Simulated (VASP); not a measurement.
Here is a VASP 6.6.1 calculation.

The input INCAR:

```
SYSTEM = B
PREC = Accurate ; ENCUT = 500
EDIFF = 1E-6 ; ISMEAR = 0
SIGMA = 0.1 ; LREAL = .False.
LASPH = .True. ; NELM = 120
ALGO = Normal ; ISIF = 2
LWAVE = .False. ; LCHARG = .True.
GGA = PE ; LELF = .True.
LVHAR = .True. ; NBANDS = 8
GGA_COMPAT = .False.
```

Contents of KPOINTS:

```
Automatic mesh
0
Gamma
  24 24 34
  0 0 0
```

File POSCAR:

```
B
1.0
    2.3462041578      0.0000000000      0.0000000000
    0.0000000000      2.3462041578      0.0000000000
    0.0000000000      0.0000000000      1.5857784264
B
1
Direct
    0.0000000000      0.0000000000      0.5000000000
```

Potentials or basis: VASP PAW PBE potentials, release 64 (B).

Run with:

```bash
$ cat potpaw_PBE.64/B/POTCAR > POTCAR
$ mpirun -np 1 vasp_std > vasp.out
```

Task: Estimate the pressure.

Result: -0.1 GPa.

Stress tensor (GPa, compression positive):
```
-0.05  0.00  0.00
 0.00 -0.05  0.00
 0.00  0.00 -0.13
```
